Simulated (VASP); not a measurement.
Input of a VASP 6.6.1 run:

INCAR

```
SYSTEM = Li2O3
PREC = Accurate ; ENCUT = 520
EDIFF = 1E-6 ; ISMEAR = -1
SIGMA = 0.06122561905347299 ; LREAL = .FALSE.
LASPH = .TRUE. ; NELM = 80
ALGO = Normal ; ISIF = 2
LWAVE = .FALSE. ; LCHARG = .FALSE.
GGA = PE ; NBANDS = 35
```

File KPOINTS:

```
regular mesh
0
G
  12 12 12
  0 0 0
```

Contents of POSCAR:

```
Li2O3
1.0
    4.4738773108      0.0000000000      0.0000000000
    0.0000000000      4.4738773108      0.0000000000
    0.0000000000      0.0000000000      4.4738773108
Li O
4 6
Direct
    0.2500000000      0.2500000000      0.2500000000
    0.7500000000      0.7500000000      0.2500000000
    0.7500000000      0.2500000000      0.7500000000
    0.2500000000      0.7500000000      0.7500000000
    0.5000000000      0.0000000000      0.0000000000
    0.0000000000      0.5000000000      0.0000000000
    0.0000000000      0.0000000000      0.5000000000
    0.5000000000      0.5000000000      0.0000000000
    0.5000000000      0.0000000000      0.5000000000
    0.0000000000      0.5000000000      0.5000000000
```

Potentials or basis: VASP PAW PBE potentials, release 64 (Li_sv, O).

Command:

```console
$ cat potpaw_PBE.64/Li_sv/POTCAR potpaw_PBE.64/O/POTCAR > POTCAR
$ mpirun -np 1 vasp_std > vasp.out
```

(1) What does it give for the band gap on the k mesh?

## Answers

(1) zero (bands 24 and 25 overlap by 2.41 eV).
